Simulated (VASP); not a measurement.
# TiO2 (P4_2/mnm) in VASP: a series of runs

Runs on TiO2. Level: r2SCAN+U. Tasks: single point.

Program: VASP 6.6.1. These are calculated values, not measurements. Logs are shortened: lines on timing, memory, paths and dates and some standing lists are left out, and cuts for length are marked.

### 1 The cell of the first run

Symmetry: P4_2/mnm, No. 136, tetragonal system. The conventional cell has a = 4.553 Å, b = 4.553 Å, c = 3.083 Å, α = 90.00°, β = 90.00°, γ = 90.00°. Within 2.6 Å of Ti (site symmetry mmm) lie 6 O at 1.97 to 1.99 Å. O (site symmetry m2m) has 3 Ti at 1.97 to 1.99 Å and 1 O at 2.50 Å within 2.6 Å.

### 2 Single point, r2SCAN+U

POSCAR reads:

```
TiO2
1.0
    4.5527098066      0.0000000000      0.0000000000
    0.0000000000      4.5527098066      0.0000000000
    0.0000000000      0.0000000000      3.0829707917
Ti O
2 4
Direct
    0.5000000000      0.5000000000      0.0000000000
    0.0000000000      0.0000000000      0.5000000000
    0.6943195301      0.6943195301      0.5000000000
    0.8056804699      0.1943195301      0.0000000000
    0.1943195301      0.8056804699      0.0000000000
    0.3056804699      0.3056804699      0.5000000000
```

INCAR.step1 reads:

```
  ALGO = Normal
  EDIFF = 1E-4
  ENCUT = 520
  GGA = PE
  ISMEAR = 0
  LASPH = True
  LCHARG = False
  LDAU = True
  LDAUJ = 0 0
  LDAUL = 2 -1
  LDAUTYPE = 2
  LDAUU = 4 0
  LMAXMIX = 4
  LREAL = False
  LWAVE = True
  NBANDS = 33
  NELM = 150
  PREC = Accurate
  SIGMA = 0.02
```

INCAR.step2 reads:

```
  ALGO = Normal
  EDIFF = 1E-6
  ENCUT = 520
  ISIF = 2
  ISMEAR = 0
  ISTART = 1
  LASPH = True
  LCHARG = True
  LDAU = True
  LDAUJ = 0 0
  LDAUL = 2 -1
  LDAUPRINT = 1
  LDAUTYPE = 2
  LDAUU = 4 0
  LELF = True
  LMAXMIX = 4
  LMIXTAU = True
  LREAL = False
  LVHAR = True
  LWAVE = False
  METAGGA = R2SCAN
  NBANDS = 33
  NELM = 150
  PREC = Accurate
  SIGMA = 0.02
```

KPOINTS reads:

```
k-points
0
Gamma
  6 6 8
```

Potentials or basis: VASP PAW PBE potentials, release 64 (Ti_sv, O).

Run with:

```console
$ cat potpaw_PBE.64/Ti_sv/POTCAR potpaw_PBE.64/O/POTCAR > POTCAR
$ cp INCAR.step1 INCAR
$ mpirun -np 1 vasp_std > vasp.out
$ cp INCAR.step2 INCAR
$ mpirun -np 1 vasp_std > vasp.out
```

OUTCAR:

```text
EDIFF = 1E-6
   ENCUT = 520
   ISIF = 2
   ISMEAR = 0
   ISTART = 1
   LASPH = True
   LREAL = False
   METAGGA = R2SCAN
   NELM = 150
   PREC = Accurate

 ion  position               nearest neighbor table
   1  0.500  0.500  0.000-   4 1.97   5 1.97   3 1.99   6 1.99   3 1.99   6 1.99
   2  0.000  0.000  0.500-   3 1.97   6 1.97   5 1.99   4 1.99   4 1.99   5 1.99
   3  0.694  0.694  0.500-   2 1.97   1 1.99   1 1.99
   4  0.806  0.194  0.000-   1 1.97   2 1.99   2 1.99
   5  0.194  0.806  0.000-   1 1.97   2 1.99   2 1.99
   6  0.306  0.306  0.500-   2 1.97   1 1.99   1 1.99

  LATTYP: Found a simple tetragonal cell.
 ALAT       =     4.5527098066
 C/A-ratio  =     0.6771726999

  Lattice vectors:

 A1 = (   4.5527098066,   0.0000000000,   0.0000000000)
 A2 = (   0.0000000000,   4.5527098066,   0.0000000000)
 A3 = (   0.0000000000,   0.0000000000,   3.0829707917)

Analysis of symmetry for initial positions (statically):
=====================================================================
 Subroutine PRICEL returns:
 Original cell was already a primitive cell.

 Routine SETGRP: Setting up the symmetry group for a
 simple tetragonal supercell.

 Subroutine GETGRP returns: Found 16 space group operations
 (whereof  8 operations were pure point group operations)
 out of a pool of 16 trial point group operations.

The static configuration has the point symmetry D_2h.
 The point group associated with its full space group is D_4h.

Analysis of symmetry for dynamics (positions and initial velocities):
=====================================================================
 Subroutine PRICEL returns:
 Original cell was already a primitive cell.

 Routine SETGRP: Setting up the symmetry group for a
 simple tetragonal supercell.

 Subroutine GETGRP returns: Found 16 space group operations
 (whereof  8 operations were pure point group operations)
 out of a pool of 16 trial point group operations.

The dynamic configuration has the point symmetry D_2h.
 The point group associated with its full space group is D_4h.

 Subroutine INISYM returns: Found 16 space group operations
 (whereof  8 operations are pure point group operations),
 and found     1 'primitive' translations

----------------------------------------------------------------------------------------

                                     Primitive cell

  volume of cell :      63.9012

  direct lattice vectors                    reciprocal lattice vectors
     4.552709807  0.000000000  0.000000000     0.219649405  0.000000000  0.000000000
     0.000000000  4.552709807  0.000000000     0.000000000  0.219649405  0.000000000
     0.000000000  0.000000000  3.082970792     0.000000000  0.000000000  0.324362463

  length of vectors
     4.552709807  4.552709807  3.082970792     0.219649405  0.219649405  0.324362463

  position of ions in fractional coordinates (direct lattice)
     0.500000000  0.500000000  0.000000000
     0.000000000  0.000000000  0.500000000
     0.694319530  0.694319530  0.500000000
     0.805680470  0.194319530  0.000000000
     0.194319530  0.805680470  0.000000000
     0.305680470  0.305680470  0.500000000

[... 109 lines left out ...]
   METAGGA = R2SCAN    functional components
   LHFCALC =     F    Hartree Fock is set to
   AEXX    =    0.0000 exact exchange contribution
   IVDW    =     0    specifies the selected vdW correction
   LEPSILON=     F    determine dielectric tensor
   LRPA    =     F    only Hartree local field effects (RPA)
 non-spin polarized calculation
 Gauss-broadening in eV      SIGMA  =   0.02
  energy-cutoff  :      520.00
  volume of cell :       63.90
 maximum number of plane-waves:      1736
 NGX is ok and might be reduce to    36
   NGX = 17   NGY = 17   NGZ = 11

atom =   1  type =  1  l = 2

 onsite density matrix

spin component  1

  0.1899  0.0000  0.0863  0.0000  0.0000
  0.0000  0.1694  0.0000  0.0838  0.0000
  0.0863  0.0000  0.1230  0.0000 -0.0000
  0.0000  0.0838  0.0000  0.1694  0.0000
  0.0000  0.0000 -0.0000  0.0000  0.0921

spin component  2

  0.1899  0.0000  0.0863  0.0000  0.0000
  0.0000  0.1694  0.0000  0.0838  0.0000
  0.0863  0.0000  0.1230  0.0000 -0.0000
  0.0000  0.0838  0.0000  0.1694  0.0000
  0.0000  0.0000 -0.0000  0.0000  0.0921

 occupancies and eigenvectors

  o =  0.0639  v =  0.5650 -0.0000 -0.8251  0.0000 -0.0000  0.0000  0.0000  0.0000  0.0000  0.0000      0.0000  0.0000  0.0000  0.0000  0.0000  0.0000  0.0000  0.0000  0.0000  0.0000
  o =  0.0639  v =  0.0000  0.0000  0.0000  0.0000  0.0000  0.5650 -0.0000 -0.8251  0.0000 -0.0000      0.0000  0.0000  0.0000  0.0000  0.0000  0.0000  0.0000  0.0000  0.0000  0.0000
  o =  0.0856  v =  0.0000  0.7071 -0.0000 -0.7071  0.0000  0.0000  0.0000  0.0000  0.0000  0.0000      0.0000  0.0000  0.0000  0.0000  0.0000  0.0000  0.0000  0.0000  0.0000  0.0000
  o =  0.0856  v =  0.0000  0.0000  0.0000  0.0000  0.0000  0.0000  0.7071 -0.0000 -0.7071  0.0000      0.0000  0.0000  0.0000  0.0000  0.0000  0.0000  0.0000  0.0000  0.0000  0.0000
  o =  0.0921  v =  0.0000  0.0000  0.0000  0.0000  0.0000 -0.0000  0.0000  0.0000 -0.0000 -1.0000      0.0000  0.0000  0.0000  0.0000  0.0000  0.0000  0.0000  0.0000  0.0000  0.0000
  o =  0.0921  v = -0.0000  0.0000  0.0000 -0.0000 -1.0000  0.0000  0.0000  0.0000  0.0000  0.0000      0.0000  0.0000  0.0000  0.0000  0.0000  0.0000  0.0000  0.0000  0.0000  0.0000
  o =  0.2490  v =  0.8251 -0.0000  0.5650 -0.0000 -0.0000  0.0000  0.0000  0.0000  0.0000  0.0000      0.0000  0.0000  0.0000  0.0000  0.0000  0.0000  0.0000  0.0000  0.0000  0.0000
  o =  0.2490  v =  0.0000  0.0000  0.0000  0.0000  0.0000  0.8251 -0.0000  0.5650 -0.0000 -0.0000      0.0000  0.0000  0.0000  0.0000  0.0000  0.0000  0.0000  0.0000  0.0000  0.0000
  o =  0.2532  v =  0.0000  0.7071  0.0000  0.7071 -0.0000  0.0000  0.0000  0.0000  0.0000  0.0000      0.0000  0.0000  0.0000  0.0000  0.0000  0.0000  0.0000  0.0000  0.0000  0.0000
  o =  0.2532  v =  0.0000  0.0000  0.0000  0.0000  0.0000  0.0000  0.7071  0.0000  0.7071 -0.0000      0.0000  0.0000  0.0000  0.0000  0.0000  0.0000  0.0000  0.0000  0.0000  0.0000

atom =   2  type =  1  l = 2

 onsite density matrix

spin component  1

  0.1899  0.0000 -0.0863  0.0000 -0.0000
  0.0000  0.1694  0.0000 -0.0838  0.0000
 -0.0863  0.0000  0.1230  0.0000  0.0000
  0.0000 -0.0838  0.0000  0.1694  0.0000
 -0.0000  0.0000  0.0000  0.0000  0.0921

spin component  2

  0.1899  0.0000 -0.0863  0.0000 -0.0000
  0.0000  0.1694  0.0000 -0.0838  0.0000
 -0.0863  0.0000  0.1230  0.0000  0.0000
  0.0000 -0.0838  0.0000  0.1694  0.0000
 -0.0000  0.0000  0.0000  0.0000  0.0921

 occupancies and eigenvectors

  o =  0.0639  v = -0.5650  0.0000 -0.8251  0.0000  0.0000  0.0000  0.0000  0.0000  0.0000  0.0000      0.0000  0.0000  0.0000  0.0000  0.0000  0.0000  0.0000  0.0000  0.0000  0.0000
  o =  0.0639  v =  0.0000  0.0000  0.0000  0.0000  0.0000 -0.5650  0.0000 -0.8251  0.0000  0.0000      0.0000  0.0000  0.0000  0.0000  0.0000  0.0000  0.0000  0.0000  0.0000  0.0000
  o =  0.0856  v =  0.0000 -0.7071  0.0000 -0.7071  0.0000  0.0000  0.0000  0.0000  0.0000  0.0000      0.0000  0.0000  0.0000  0.0000  0.0000  0.0000  0.0000  0.0000  0.0000  0.0000
  o =  0.0856  v =  0.0000  0.0000  0.0000  0.0000  0.0000  0.0000 -0.7071  0.0000 -0.7071  0.0000      0.0000  0.0000  0.0000  0.0000  0.0000  0.0000  0.0000  0.0000  0.0000  0.0000
  o =  0.0921  v =  0.0000  0.0000  0.0000  0.0000  0.0000  0.0000  0.0000  0.0000  0.0000  1.0000      0.0000  0.0000  0.0000  0.0000  0.0000  0.0000  0.0000  0.0000  0.0000  0.0000
  o =  0.0921  v =  0.0000  0.0000  0.0000  0.0000  1.0000  0.0000  0.0000  0.0000  0.0000  0.0000      0.0000  0.0000  0.0000  0.0000  0.0000  0.0000  0.0000  0.0000  0.0000  0.0000
  o =  0.2490  v = -0.8251  0.0000  0.5650  0.0000  0.0000  0.0000  0.0000  0.0000  0.0000  0.0000      0.0000  0.0000  0.0000  0.0000  0.0000  0.0000  0.0000  0.0000  0.0000  0.0000
  o =  0.2490  v =  0.0000  0.0000  0.0000  0.0000  0.0000 -0.8251  0.0000  0.5650  0.0000  0.0000      0.0000  0.0000  0.0000  0.0000  0.0000  0.0000  0.0000  0.0000  0.0000  0.0000
  o =  0.2532  v =  0.0000  0.7071  0.0000 -0.7071  0.0000  0.0000  0.0000  0.0000  0.0000  0.0000      0.0000  0.0000  0.0000  0.0000  0.0000  0.0000  0.0000  0.0000  0.0000  0.0000
  o =  0.2532  v =  0.0000  0.0000  0.0000  0.0000  0.0000  0.0000  0.7071  0.0000 -0.7071  0.0000      0.0000  0.0000  0.0000  0.0000  0.0000  0.0000  0.0000  0.0000  0.0000  0.0000

 number of electron      48.0000036 magnetization

 Free energy of the ion-electron system (eV)
  ---------------------------------------------------
  ext. energy  EPLUGINS =         0.00000000
  ---------------------------------------------------
  free energy    TOTEN  =       -64.68251233 eV

  energy without entropy =      -64.68251233  energy(sigma->0) =      -64.68251233

 E-fermi :   4.8303     XC(G=0): -12.0444

 val. band max:        4.6897924212   @ k =   0.0000   0.0000   0.0000
 cond. band min:       7.4322808604   @ k =   0.0000   0.0000   0.0000
 fundamental gap:      2.7424884392
 Fermi energy:         4.8303432884

 k-point     1 :       0.0000    0.0000    0.0000
  band No.  band energies     occupation
      1     -55.6578      2.00000
      2     -55.6417      2.00000
      3     -30.8453      2.00000
      4     -30.8453      2.00000
      5     -30.6946      2.00000
      6     -30.6946      2.00000
[... 853 lines left out ...]
     32       9.8459      0.00000
     33      11.3820      0.00000

 [... further k-points ...]

------------------------ aborting loop because EDIFF is reached ----------------------------------------

  FORCE on cell =-STRESS in cart. coord.  units (eV):
  Direction    XX          YY          ZZ          XY          YZ          ZX
  --------------------------------------------------------------------------------------
  -------------------------------------------------------------------------------------
  Total        1.7177734      1.7177734     -2.4275588      0.0000000      0.0000000      0.0000000
  in kB       43.0692292     43.0692292    -60.8654724      0.0000000      0.0000000      0.0000000
  external PRESSURE =       8.4243287 kB  Pullay stress =       0.0000000 kB

 VOLUME and BASIS-vectors are now :
 -----------------------------------------------------------------------------
  energy-cutoff  :      520.00
  volume of cell :       63.90
      direct lattice vectors                 reciprocal lattice vectors
     4.552709807  0.000000000  0.000000000     0.219649405  0.000000000  0.000000000
     0.000000000  4.552709807  0.000000000     0.000000000  0.219649405  0.000000000
     0.000000000  0.000000000  3.082970792     0.000000000  0.000000000  0.324362463

 POSITION                                       TOTAL-FORCE (eV/Angst)
 -----------------------------------------------------------------------------------
      2.27635      2.27635      0.00000         0.000000      0.000000      0.000000
      0.00000      0.00000      1.54149         0.000000      0.000000      0.000000
      3.16104      3.16104      1.54149         0.060606      0.060606      0.000000
      3.66803      0.88468      0.00000        -0.060606      0.060606      0.000000
      0.88468      3.66803      0.00000         0.060606     -0.060606      0.000000
      1.39167      1.39167      1.54149        -0.060606     -0.060606      0.000000
 -----------------------------------------------------------------------------------
    total drift:                                0.000000      0.000000      0.000000

  FREE ENERGIE OF THE ION-ELECTRON SYSTEM (eV)
  ---------------------------------------------------
  free  energy   TOTEN  =       -64.6825123341 eV

  energy  without entropy=      -64.6825123341  energy(sigma->0) =      -64.68251233
```

It took 8.2 min on 1 thread of Intel Xeon 8259CL, shared host; peak memory 0.23 GiB.

What came out:

- Free energy: -64.6825 eV
- Pressure: 0.8 GPa
- Largest force: 0.086 eV/Å
- Band gap on the k mesh: 2.74 eV, direct

Forces on the atoms (eV/Å):
```
Ti   0.000  0.000  0.000
Ti   0.000  0.000  0.000
O    0.061  0.061  0.000
O   -0.061  0.061  0.000
O    0.061 -0.061  0.000
O   -0.061 -0.061  0.000
```

Levels at points of the mesh, in eV from the valence-band top:
```tsv
k point	band 22	band 23	band 24	band 25	band 26	band 27
(0.00, 0.00, 0.00)	-0.50	-0.50	0.00	2.74	3.07	3.18
(0.50, 0.00, 0.00)	-1.99	-0.79	-0.79	3.37	3.37	3.82
(0.50, 0.50, 0.00)	-1.72	-1.13	-1.13	2.78	2.78	3.26
(0.00, 0.00, 0.50)	-2.45	-1.47	-1.47	3.73	3.73	3.79
(0.50, 0.00, 0.50)	-1.98	-1.11	-1.11	2.79	2.79	3.82
(0.50, 0.50, 0.50)	-1.27	-0.72	-0.72	3.40	3.40	3.83
```

Eigenvalues of the final occupation matrices:
```
    site  spin  trace               eigenvalues
site 1 d     1   0.74  0.06 0.09 0.09 0.25 0.25
site 1 d     2   0.74  0.06 0.09 0.09 0.25 0.25
site 2 d     1   0.74  0.06 0.09 0.09 0.25 0.25
site 2 d     2   0.74  0.06 0.09 0.09 0.25 0.25
```

Caveat: the PAW data sets were made with another functional, which shifts forces and pressure a little.

[end of part 1 of 3]
